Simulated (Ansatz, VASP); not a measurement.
AlN in VASP and in Ansatz

```xyz
8
Lattice="4.3680 0.0000 0.0000 0.0000 -4.3680 0.0000 0.0000 0.0000 -4.3680" Properties=species:S:1:pos:R:3 pbc="T T T"
Al   -0.2121   -2.3961   -2.1840
Al    2.1840    0.0000   -2.1840
Al    2.1840   -2.1840    0.0000
Al    0.0000    0.0000    0.0000
N     3.2760   -3.2760   -3.2760
N     1.0920   -1.0920   -3.2760
N     1.0920   -3.2760   -1.0920
N     3.2760   -1.0920   -1.0920
```

Alike in both runs: task single point; functional PBE; k mesh 6 × 6 × 6; occupations gaussian, width 0.05 eV; no spin polarisation.

|  | VASP | Ansatz |
| --- | --- | --- |
| version | VASP 6.6.1 | Ansatz 0.2.0 |
| potentials or method | VASP PAW PBE potentials, release 64 (Al, N), cutoff 520 eV | scalar-relativistic, plane waves, PAW |
| valence electrons in the cell | 32 | 32 |

|  | VASP | Ansatz | Ansatz less VASP |
| --- | --- | --- | --- |
| gap on the k mesh at the Fermi level (eV) | 2.02 | 2.02 | +0.008 |
| least direct gap on the mesh (eV) | 2.02 | 2.02 | +0.008 |
| pressure (GPa) | 8.0 | 8.2 | +0.22 |
| traceless stress, the component that is largest in VASP (GPa) | 4.87 | 4.83 | -0.046 |
| rms of the force components (eV/Å) | 1.872 | 1.862 | -0.0099 |

Atom by atom the forces differ by 0.012 eV/Å (rms over components). With one functional, cell and mesh, what is left measures potentials, basis and numerics.
